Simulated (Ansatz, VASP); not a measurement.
# Hg: VASP beside Ansatz

```xyz
3
Lattice="2.6335 -1.8685 -0.1796 2.6335 1.8685 -0.1796 -2.2469 0.0000 7.3978" Properties=species:S:1:pos:R:3 pbc="T T T"
Hg    3.0431    0.0000    2.2091
Hg   -0.0229    0.0000    4.8295
Hg    0.0000    0.0000    0.0000
```

Alike in both runs: functional PBEsol; k mesh 12 × 12 × 4; occupations gaussian, width 0.02 eV; no spin polarisation.

Ansatz relaxed the structure, and its values are those at the end. VASP's run is a single point on that final structure, the one shown.

```csv
,VASP,Ansatz
version,VASP 6.6.1,Ansatz 0.2.0
potentials or method,"VASP PAW PBE potentials, release 64 (Hg), cutoff 520 eV","scalar-relativistic, plane waves, PAW"
valence electrons in the cell,36,60
```

VASP gave:

```
gap on the k mesh at the Fermi level (eV) : none
pressure (GPa)                            : 0.3
```

Task: Estimate Ansatz's values.

Result: gap on the k mesh at the Fermi level (eV): none; pressure (GPa): 0.0.

VASP's potentials were made for PBE, not for PBEsol. A gap of «none» marks a metal or a gap that the smearing closes. VASP's potentials hold 36 valence electrons a cell and Ansatz's 60, so a difference there can come from the potentials and not from the codes.

Neither program's run includes spin-orbit coupling.
